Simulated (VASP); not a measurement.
A run of VASP 6.6.1 is set up as follows.

File POSCAR:

```
HfN
1.0
    3.0971365670      0.0000000000      0.0000000000
   -1.5485682835      2.6821989460      0.0000000000
    0.0000000000      0.0000000000      5.3438662950
Hf N
2 2
Direct
    0.6666666667      0.3333333333      0.7500000000
    0.3333333333      0.6666666667      0.2500000000
    0.0000000000      0.0000000000      0.0000000000
    0.0000000000      0.0000000000      0.5000000000
```

INCAR.step1

```
PREC     = Accurate       # precision mode
ENCUT    = 520            # plane-wave cutoff, eV
ISMEAR   = 0              # smearing method
SIGMA    = 0.15           # smearing width, eV
LREAL    = False          # projectors in reciprocal space
LASPH    = True           # aspherical terms in the spheres
NELM     = 100            # most SCF steps
NBANDS   = 23             # bands
GGA      = PE             # functional
ALGO     = Normal         # electronic algorithm
EDIFF    = 1E-4           # SCF threshold, eV
LWAVE    = True           # write WAVECAR
LCHARG   = False          # write CHGCAR
```

INCAR.step2

```
PREC     = Accurate       # precision mode
ENCUT    = 520            # plane-wave cutoff, eV
EDIFF    = 1E-6           # SCF threshold, eV
ISMEAR   = 0              # smearing method
SIGMA    = 0.15           # smearing width, eV
LREAL    = False          # projectors in reciprocal space
LASPH    = True           # aspherical terms in the spheres
NELM     = 100            # most SCF steps
ALGO     = Normal         # electronic algorithm
ISIF     = 2              # what is computed and relaxed
LWAVE    = False          # write WAVECAR
LCHARG   = False          # write CHGCAR
METAGGA  = R2SCAN         # meta-GGA
LMIXTAU  = True         
NBANDS   = 23             # bands
ISTART   = 1
```

KPOINTS

```
Automatic mesh
0
Gamma
  18 18 10
```

Potentials or basis: VASP PAW PBE potentials, release 64 (Hf_pv, N).

Run with:

```console
$ cat potpaw_PBE.64/Hf_pv/POTCAR potpaw_PBE.64/N/POTCAR > POTCAR
$ cp INCAR.step1 INCAR
$ mpirun -np 1 vasp_std > vasp.out
$ cp INCAR.step2 INCAR
$ mpirun -np 1 vasp_std > vasp.out
```

(1) Predict the band gap on the k mesh.

(2) Estimate the pressure.

## Answers

(1) zero (bands 15 and 16 overlap by 2.57 eV).

(2) 11.1 GPa.

Caveat: the cell differs from its parent crystal (strain -0.015 along x and y, -0.015 along z); the cell stands under pressure; the PAW data sets were made with another functional, which shifts forces and pressure a little; spin-orbit coupling is left out, which moves the levels of the heavy elements.
